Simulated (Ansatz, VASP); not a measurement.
SrO in VASP and in Ansatz

INCAR

```
SYSTEM = SrO
PREC = Accurate
ENCUT = 520
EDIFF = 1E-7
ISMEAR = 0
SIGMA = 0.05
LREAL = .False.
LASPH = .True.
NELM = 100
ALGO = Normal
ISIF = 2
LWAVE = .False.
LCHARG = .False.
NBANDS = 24
```

File KPOINTS:

```
Automatic mesh
0
Gamma
  9 9 8
  0 0 0
```

File POSCAR:

```
SrO
1.0
    0.0000000000     -2.5321850030     -2.5321850030
   -2.5321850030      0.0000000000     -2.5321850030
    2.5321850030      2.5321850030     -5.0643700061
Sr O
2 2
Direct
    0.0000000000      0.0000000000      0.0000000000
    0.5000000000      0.5000000000      0.5000000000
    0.7102726036      0.8012208474      0.7499988606
    0.2897273964      0.1987791526      0.2500011394
```

Input for Ansatz:

```yaml
crystal:
  lattice:
    - [0.0, -2.532185003, -2.532185003]
    - [-2.532185003, 0.0, -2.532185003]
    - [2.532185003, 2.532185003, -5.0643700061]
  atoms:
    - { symbol: Sr, position: [0.0, 0.0, 0.0] }
    - { symbol: Sr, position: [0.5, 0.5, 0.5] }
    - { symbol: O, position: [0.7102726036, 0.8012208474, 0.7499988606] }
    - { symbol: O, position: [0.2897273964, 0.1987791526, 0.2500011394] }
basis:
  ecutwfc: 520.0
kpoints:
  mp_grid: { grid: [9, 9, 8] }
hamiltonian:
  xc: lda
  pseudopotentials: { kind: paw }
scf:
  occupations: { method: gaussian, width: 0.05 }
output:
  forces: true
  stress: true
  eigenvalues: true
  write_density: true
  write_potential: true
  elf: true
  volumetric_format: npy
```

Change from the starting cell: mode 6 frozen in at +0.000 Å and mode 10 at -0.167 Å (largest displacements).

Alike in both runs: task single point; functional LDA; k mesh 9 × 9 × 8; occupations gaussian, width 0.05 eV; no spin polarisation.

|  | VASP | Ansatz |
| --- | --- | --- |
| version | VASP 6.6.1 | Ansatz 0.2.0 |
| potentials or method | VASP PAW LDA potentials, release 64 (Sr_sv, O), cutoff 520 eV | scalar-relativistic, plane waves, PAW |
| valence electrons in the cell | 32 | 32 |

Ansatz gave:

| Property | Result |
| --- | --- |
| gap on the k mesh at the Fermi level (eV) | 3.14 |
| least direct gap on the mesh (eV) | 3.22 |
| pressure (GPa) | 1.1 |
| traceless stress, the component that is largest in VASP (GPa) | -1.18 |
| rms of the force components (eV/Å) | 0.336 |

**Question.** Estimate VASP's values.

**Answer.** gap on the k mesh at the Fermi level (eV): 3.07; least direct gap on the mesh (eV): 3.17; pressure (GPa): 2.0; traceless stress, the component that is largest in VASP (GPa): -1.25; rms of the force components (eV/Å): 0.354.

LDA's correlation is that of Perdew and Zunger in VASP and of Perdew and Wang (1992) in Ansatz. Atom by atom the forces differ by 0.019 eV/Å (rms over components).
